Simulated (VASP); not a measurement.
# MgO (rocksalt type) (Fm-3m) in VASP: single point with PBEsol

Aim: the single point of MgO (rocksalt type) with PBEsol.

Program: VASP 6.6.1. These are calculated values, not measurements. Logs are shortened: lines on timing, memory, paths and dates and some standing lists are left out, and cuts for length are marked.

### Step 1. The cell of the first run

The structure is cubic, space group Fm-3m (No. 225). Conventional cell: a = 4.214 Å, b = 4.214 Å, c = 4.214 Å, α = 90.00°, β = 90.00°, γ = 90.00°. Mg (site symmetry m-3m) has 6 O at 2.11 Å within 2.8 Å. Within 2.8 Å of O (site symmetry m-3m) lie 6 Mg at 2.11 Å.

### Step 2. Single point, PBEsol

File INCAR:

```
SYSTEM = MgO
PREC = Accurate
ENCUT = 520
EDIFF = 1E-6
ISMEAR = -1
SIGMA = 0.05
LREAL = .FALSE.
LASPH = .TRUE.
NELM = 80
ALGO = Normal
ISIF = 2
LWAVE = .FALSE.
LCHARG = .FALSE.
GGA = PS
NBANDS = 11
```

File KPOINTS:

```
regular mesh
0
G
  15 15 15
  0 0 0
```

File POSCAR:

```
MgO
1.0
    0.0000000000      2.1071280673      2.1071280673
    2.1071280673      0.0000000000      2.1071280673
    2.1071280673      2.1071280673      0.0000000000
Mg O
1 1
Direct
    0.0000000000      0.0000000000      0.0000000000
    0.5000000000      0.5000000000      0.5000000000
```

Potentials or basis: VASP PAW PBE potentials, release 64 (Mg, O).

The run is started by

```sh
$ cat potpaw_PBE.64/Mg/POTCAR potpaw_PBE.64/O/POTCAR > POTCAR
$ mpirun -np 1 vasp_std > vasp.out
```

OUTCAR:

```text
SYSTEM = MgO
   PREC = Accurate
   ENCUT = 520
   EDIFF = 1E-6
   ISMEAR = -1
   LREAL = .FALSE.
   LASPH = .TRUE.
   NELM = 80
   ISIF = 2
   GGA = PS

 ion  position               nearest neighbor table
   1  0.000  0.000  0.000-   2 2.11   2 2.11   2 2.11   2 2.11   2 2.11   2 2.11
   2  0.500  0.500  0.500-   1 2.11   1 2.11   1 2.11   1 2.11   1 2.11   1 2.11

  LATTYP: Found a face centered cubic cell.
 ALAT       =     4.2142561346

  Lattice vectors:

 A1 = (   0.0000000000,   2.1071280673,   2.1071280673)
 A2 = (   2.1071280673,   0.0000000000,   2.1071280673)
 A3 = (   2.1071280673,   2.1071280673,   0.0000000000)

Analysis of symmetry for initial positions (statically):
=====================================================================
 Subroutine PRICEL returns:
 Original cell was already a primitive cell.

 Routine SETGRP: Setting up the symmetry group for a
 face centered cubic supercell.

 Subroutine GETGRP returns: Found 48 space group operations
 (whereof 48 operations were pure point group operations)
 out of a pool of 48 trial point group operations.

The static configuration has the point symmetry O_h .

Analysis of symmetry for dynamics (positions and initial velocities):
=====================================================================
 Subroutine PRICEL returns:
 Original cell was already a primitive cell.

 Routine SETGRP: Setting up the symmetry group for a
 face centered cubic supercell.

 Subroutine GETGRP returns: Found 48 space group operations
 (whereof 48 operations were pure point group operations)
 out of a pool of 48 trial point group operations.

The dynamic configuration has the point symmetry O_h .

 Subroutine INISYM returns: Found 48 space group operations
 (whereof 48 operations are pure point group operations),
 and found     1 'primitive' translations

----------------------------------------------------------------------------------------

                                     Primitive cell

  volume of cell :      18.7112

  direct lattice vectors                    reciprocal lattice vectors
     0.000000000  2.107128067  2.107128067    -0.237289801  0.237289801  0.237289801
     2.107128067  0.000000000  2.107128067     0.237289801 -0.237289801  0.237289801
     2.107128067  2.107128067  0.000000000     0.237289801  0.237289801 -0.237289801

  length of vectors
     2.979929090  2.979929090  2.979929090     0.410997992  0.410997992  0.410997992

  position of ions in fractional coordinates (direct lattice)
     0.000000000  0.000000000  0.000000000
[... 81 lines left out ...]
   NSW    =      0    number of steps for IOM
   IBRION =     -1    ionic relax: 0-MD 1-quasi-New 2-CG
   NFREE  =      0    steps in history (QN), initial steepest desc. (CG)
   ISIF   =      2    stress and relaxation
   ISYM   =      2    0-nonsym 1-usesym 2-fastsym
   POTIM  = 0.5000    time-step for ionic-motion
   TEBEG  =    0.0;   TEEND  =   0.0 temperature during run
   PSTRESS=    0.0 pullay stress
   NELECT =       8.0000    total number of electrons
   NUPDOWN=      -1.0000    fix difference up-down
   EMIN   =  10.00;   EMAX   =-10.00  energy-range for DOS
   EFERMI =   0.00;   METHOD = LEGACY
   ISMEAR =    -1;   SIGMA  =   0.05  broadening in eV -4-tet -1-fermi 0-gaus
   EFERMI_NEDOS =   21; number of points for ismear=-14 and -15
   IALGO  =     38    algorithm
   IMIX   =      4    mixing-type and parameters
     AMIX     =   0.40;   BMIX     =  1.00
     AMIX_MAG =   1.60;   BMIX_MAG =  1.00
  volume/ion in A,a.u.               =       9.36        63.13
  Fermi-wavevector in a.u.,A,eV,Ry     =   1.233305  2.330609 20.695029  1.521042
  Thomas-Fermi vector in A             =   2.368041
   LORBIT       =      0    0 simple, 1 ext, 2 COOP (PROOUT), +10 PAW based schemes
   GGA     = PS    functional components
   LHFCALC =     F    Hartree Fock is set to
   AEXX    =    0.0000 exact exchange contribution
   IVDW    =     0    specifies the selected vdW correction
   LEPSILON=     F    determine dielectric tensor
   LRPA    =     F    only Hartree local field effects (RPA)
 non-spin polarized calculation
  energy-cutoff  :      520.00
  volume of cell :       18.71
 maximum number of plane-waves:       531
 NGX is ok and might be reduce to    24
   NGX = 11   NGY = 11   NGZ = 11

 number of electron       8.0000005 magnetization

 Free energy of the ion-electron system (eV)
  ---------------------------------------------------
  ext. energy  EPLUGINS =         0.00000000
  ---------------------------------------------------
  free energy    TOTEN  =       -12.51244960 eV

  energy without entropy =      -12.51244960  energy(sigma->0) =      -12.51244960

 E-fermi :   4.0576     XC(G=0): -11.3028

 val. band max:        3.0556120109   @ k =   0.0000   0.0000   0.0000
 cond. band min:       7.6747947718   @ k =   0.0000   0.0000   0.0000
 fundamental gap:      4.6191827609
 Fermi energy:         4.0575816645

 k-point     1 :       0.0000    0.0000    0.0000
  band No.  band energies     occupation
      1     -14.1422      2.00000
      2       3.0556      2.00000
      3       3.0556      2.00000
      4       3.0556      2.00000
      5       7.6748      0.00000
      6      18.6788      0.00000
      7      18.6788      0.00000
      8      18.6788      0.00000
      9      22.5173      0.00000
     10      24.3991      0.00000
     11      24.3991      0.00000
[... 309 lines left out ...]
 k-point    24 :       0.2000    0.1333    0.0000
  band No.  band energies     occupation
      1     -13.7384      2.00000
      2       1.3073      2.00000
      3       2.6586      2.00000
      4       2.6643      2.00000
      5       9.6779      0.00000
      6      15.5401      0.00000
      7      19.4650      0.00000
      8      19.5621      0.00000
      9      20.7905      0.00000
     10      24.9688      0.00000
     11      27.1157      0.00000

 [... further k-points ...]
[... 5 lines left out ...]
  --------------------------------------------------------------------------------------
  -------------------------------------------------------------------------------------
  Total       -0.0616259     -0.0616259     -0.0616259      0.0000000     -0.0000000      0.0000000
  in kB       -5.2768042     -5.2768042     -5.2768042      0.0000000     -0.0000000      0.0000000
  external PRESSURE =      -5.2768042 kB  Pullay stress =       0.0000000 kB

 VOLUME and BASIS-vectors are now :
 -----------------------------------------------------------------------------
  energy-cutoff  :      520.00
  volume of cell :       18.71
      direct lattice vectors                 reciprocal lattice vectors
     0.000000000  2.107128067  2.107128067    -0.237289801  0.237289801  0.237289801
     2.107128067  0.000000000  2.107128067     0.237289801 -0.237289801  0.237289801
     2.107128067  2.107128067  0.000000000     0.237289801  0.237289801 -0.237289801

 POSITION                                       TOTAL-FORCE (eV/Angst)
 -----------------------------------------------------------------------------------
      0.00000      0.00000      0.00000         0.000000      0.000000      0.000000
      2.10713      2.10713      2.10713        -0.000000     -0.000000      0.000000
 -----------------------------------------------------------------------------------
    total drift:                               -0.000000     -0.000000      0.000000

  FREE ENERGIE OF THE ION-ELECTRON SYSTEM (eV)
  ---------------------------------------------------
  free  energy   TOTEN  =       -12.5124496016 eV

  energy  without entropy=      -12.5124496016  energy(sigma->0) =      -12.51244960
```

stdout:

```text
POSCAR found type information on POSCAR MgO
 POSCAR found :  2 types and       2 ions
 scaLAPACK will be used
 -----------------------------------------------------------------------------
|                                                                             |
|                                                                             |
|     You enforced a specific xc type in the INCAR file but a different       |
|     I HOPE YOU KNOW WHAT YOU ARE DOING!                                     |
|                                                                             |
 -----------------------------------------------------------------------------

 LDA part: xc-table for (Slater+PW92), standard interpolation
 POSCAR, INCAR and KPOINTS ok, starting setup
 FFT: planning ... GRIDC
 FFT: planning ... GRID_SOFT
 FFT: planning ... GRID
 WAVECAR not read
 entering main loop
```

It took 26 s on 1 thread of Intel Xeon 8259CL, shared host; peak memory 0.16 GiB.

Results:

| Item | Value |
| --- | --- |
| Free energy | -12.5124 eV |
| Pressure | -0.5 GPa |
| Band gap on the k mesh | 4.62 eV, direct |

Levels at points of the mesh, in eV from the valence-band top:
```
           k point  band 2  band 3  band 4  band 5  band 6  band 7
(0.00, 0.00, 0.00)    0.00    0.00    0.00    4.62   15.62   15.62
```

Caveat: the PAW data sets were made with another functional, which shifts forces and pressure a little. A k mesh can miss the band edges.
